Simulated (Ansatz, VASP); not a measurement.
# One calculation of Ru2Br, two programs

```
Ru Br
1.0
     5.33611    0.00000    0.00000
     0.00000    5.33611    0.00000
     0.00000    0.00000    3.88016
Ru Br
4 2
Direct
  0.31167 0.31167 0.00000
  0.18833 0.81167 0.50000
  0.68833 0.68833 0.00000
  0.81167 0.18833 0.50000
  0.00000 0.00000 0.00000
  0.50000 0.50000 0.50000
```

Alike in both runs: functional PBE; k mesh 8 × 8 × 10; occupations gaussian, width 0.1 eV; no spin polarisation.

Ansatz relaxed the structure, and its values are those at the end. VASP's run is a single point on that final structure, the one shown.

|  | VASP | Ansatz |
| --- | --- | --- |
| version | VASP 6.6.1 | Ansatz 0.2.0 |
| potentials or method | VASP PAW PBE potentials, release 64 (Ru_pv, Br), cutoff 520 eV | scalar-relativistic, plane waves, PAW |
| valence electrons in the cell | 70 | 78 |

Ansatz gave:

```
gap on the k mesh at the Fermi level (eV) : none
pressure (GPa)                            : 0.0
```

Problem. Which values does VASP return?

Solution. gap on the k mesh at the Fermi level (eV): none; pressure (GPa): 0.1.

A gap of «none» marks a metal or a gap that the smearing closes. VASP's potentials hold 70 valence electrons a cell and Ansatz's 78, so a difference there can come from the potentials and not from the codes.
